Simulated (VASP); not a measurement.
Wanted: the native input for a VASP 6.6.1 run.

- Task: single point
- Functional: RPBE
- Potentials or basis: VASP PAW PBE potentials, release 64 (Sr_sv, S, O)
- Cutoff: 520 eV
- k mesh: 5 × 5 × 4
- Occupations: fermi-dirac, width 0.05 eV
- Spin: no spin polarisation
- Dipole correction: no
- Further INCAR settings: ALGO = Normal; EDIFF = 1e-06; NBANDS = 24

The structure of Sr2SO lies in POSCAR:

```
Sr2SO
1.0
    4.0432370000      0.0000000000      0.0000000000
    0.0000000000      4.0432370000      0.0000000000
    0.0000000000      0.0000000000      5.7180000000
Sr S O
2 1 1
Direct
    0.5000000000      0.5000000000      0.5000000000
    0.0000000000      0.0000000000      0.0000000000
    0.0000000000      0.0000000000      0.5000000000
    0.5000000000      0.5000000000      0.0000000000
```

These files were run (other wordings do the same):

INCAR

```
SYSTEM = Sr2SO
ALGO = Normal
EDIFF = 1E-6
ENCUT = 520
GGA = RP
ISIF = 2
ISMEAR = -1
LASPH = .True.
LCHARG = .False.
LREAL = .False.
LWAVE = .False.
NBANDS = 24
NELM = 80
PREC = Accurate
SIGMA = 0.05
```

KPOINTS

```
k-points
0
Gamma
  5 5 4
  0 0 0
```

Potentials or basis: VASP PAW PBE potentials, release 64 (Sr_sv, S, O).

Run with:

```console
$ cat potpaw_PBE.64/Sr_sv/POTCAR potpaw_PBE.64/S/POTCAR potpaw_PBE.64/O/POTCAR > POTCAR
$ mpirun -np 1 vasp_std > vasp.out
```

Results of the run:

```json
{
 "Pressure": "2.1 GPa",
 "Band gap on the k mesh": "2.24 eV, direct"
}
```

Caveat: the PAW data sets were made with another functional, which shifts forces and pressure a little.

It took 24 s on 1 thread of Intel(R) Xeon(R) Platinum 8559C (Emerald Rapids), on a shared host, peak memory 0.21 GiB.
